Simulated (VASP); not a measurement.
Wanted: the native input for a VASP 6.6.1 run.

```yaml
Task: single point
Functional: LDA
Potentials_or_basis: VASP PAW LDA potentials, release 64 (Si)
Cutoff: 520 eV
k_mesh: 7 × 5 × 1
Occupations: fermi-dirac, width 0.02 eV
Spin: no spin polarisation
Dipole_correction: yes
Further_INCAR_settings: ALGO = Normal; EDIFF = 1e-06; NBANDS = 21
```

The structure of Si lies in POSCAR:

```
Si
1.0
    3.8197434381      0.0000000000      0.0000000000
    0.0000000000      5.4019329750      0.0000000000
    0.0000000000      0.0000000000     19.8197000000
Si
6
Direct
    0.7500000000      0.1250000000      0.4036377080
    0.2500000000      0.8750000000      0.4036377080
    0.2500000000      0.6250000000      0.5000000000
    0.7500000000      0.3750000000      0.5000000000
    0.7500000000      0.1250000000      0.5963622920
    0.2500000000      0.8750000000      0.5963622920
```

These files were run (other wordings do the same):

INCAR

```
ALGO = Normal
DIPOL = 0.5 0.5 0.500
EDIFF = 1E-6
ENCUT = 520
IDIPOL = 3
ISIF = 2
ISMEAR = -1
LASPH = True
LCHARG = True
LDIPOL = True
LELF = True
LREAL = False
LVACPOTAV = True
LVHAR = True
LWAVE = False
NBANDS = 21
NELM = 60
PREC = Accurate
SIGMA = 0.02
```

KPOINTS

```
k-points
0
Gamma
  7 5 1
```

Potentials or basis: VASP PAW LDA potentials, release 64 (Si).

Command:

```sh
$ cat potpaw_LDA.64/Si/POTCAR > POTCAR
$ mpirun -np 1 vasp_std > vasp.out
```

Results of the run:

| Property | Result |
| --- | --- |
| Largest force | 0.619 eV/Å |
| Band gap on the k mesh | zero (bands 12 and 13 overlap by 0.38 eV) |

It took 3.1 min on 1 thread of Intel Xeon 8259CL, with other jobs on the host, peak memory 0.34 GiB.
